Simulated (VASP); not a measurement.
Here is a VASP 6.6.1 calculation.

Contents of INCAR:

```
  PREC = Accurate
  ENCUT = 500
  EDIFF = 1E-8
  ISMEAR = 0
  SIGMA = 0.01
  LREAL = F
  LASPH = T
  NELM = 120
  ALGO = Normal
  ISIF = 2
  LWAVE = F
  LCHARG = T
  GGA = PE
  IVDW = 12
  NBANDS = 20
  IBRION = 6
  NFREE = 2
  POTIM = 0.015
  NSW = 1
  GGA_COMPAT = F
  NELMDL = -8
```

File KPOINTS:

```
Automatic mesh
0
Gamma
  12 12 1
```

The input POSCAR:

```
MoS2
1.0
    3.1538248000      0.0000000000      0.0000000000
   -1.5769124000      2.7312923959      0.0000000000
    0.0000000000      0.0000000000     18.1200000000
S Mo
2 1
Direct
    0.3333333333      0.6666666667      0.4134940270
    0.3333333333      0.6666666667      0.5865059730
    0.6666666667      0.3333333333      0.5000000000
```

Potentials or basis: VASP PAW PBE potentials, release 64 (S, Mo_sv).

The run is started by

```sh
$ cat potpaw_PBE.64/S/POTCAR potpaw_PBE.64/Mo_sv/POTCAR > POTCAR
$ mpirun -np 1 vasp_std > vasp.out
```

Question: Estimate the highest phonon frequency at Γ, LO-TO splitting left out.

Answer: 466 cm⁻¹.

Question: Estimate the dispersion energy per atom.

Answer: -0.320 eV.

Phonon frequencies in cm⁻¹ (negative: imaginary):
```tsv
q point	frequencies
(0.000, 0.000, 0.000)	0 0 0 280 280 380 380 400 466
```
